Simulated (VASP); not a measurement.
Wanted: the native input for a VASP 6.6.1 run.

```yaml
Task: single point
Functional: PBEsol
Potentials_or_basis: VASP PAW PBE potentials, release 64 (Mg, O)
Cutoff: 520 eV
k_mesh: 9 × 9 × 6
Occupations: gaussian, width 0.05 eV
Spin: no spin polarisation
Dipole_correction: no
Further_INCAR_settings: ALGO = Normal; EDIFF = 1e-07; NBANDS = 16
```

The structure of MgO lies in POSCAR:

```
MgO
1.0
    3.5354804147      0.0000000000      0.0000000000
   -1.7677402074      3.0618158537      0.0000000000
    0.0000000000      0.0000000000      4.0969764116
Mg O
2 2
Direct
    0.6626356829      0.3252713658      0.7500000000
    0.3373643171      0.6747286342      0.2500000000
    0.6696346346      0.3392692692      0.2500000000
    0.3303653654      0.6607307308      0.7500000000
```

This cell differs from its parent crystal: mode 5 frozen in at -0.024 Å, strain +e along z and -e/2 along x and y -0.0233.

These files were run (other wordings do the same):

INCAR

```
SYSTEM = MgO
PREC = Accurate
ENCUT = 520
EDIFF = 1E-7
ISMEAR = 0
SIGMA = 0.05
LREAL = .False.
LASPH = .True.
NELM = 80
ALGO = Normal
ISIF = 2
LWAVE = .False.
LCHARG = .True.
GGA = PS
LELF = .True.
LVHAR = .True.
NBANDS = 16
```

KPOINTS

```
regular mesh
0
Gamma
  9 9 6
  0 0 0
```

Potentials or basis: VASP PAW PBE potentials, release 64 (Mg, O).

Command:

```sh
$ cat potpaw_PBE.64/Mg/POTCAR potpaw_PBE.64/O/POTCAR > POTCAR
$ mpirun -np 1 vasp_std > vasp.out
```

It gave:

The pressure is 0.2 GPa and the largest force is 0.190 eV/Å. The band gap on the k mesh is 3.31 eV, direct.

Caveat: the cell differs from its parent crystal (mode 5 frozen in at -0.024 Å, strain +e along z and -e/2 along x and y -0.0233); the PAW data sets were made with another functional, which shifts forces and pressure a little.

It took 27 s on 1 thread of Intel(R) Xeon(R) 6975P-C (Granite Rapids), with other jobs on the host, peak memory 0.2 GiB.
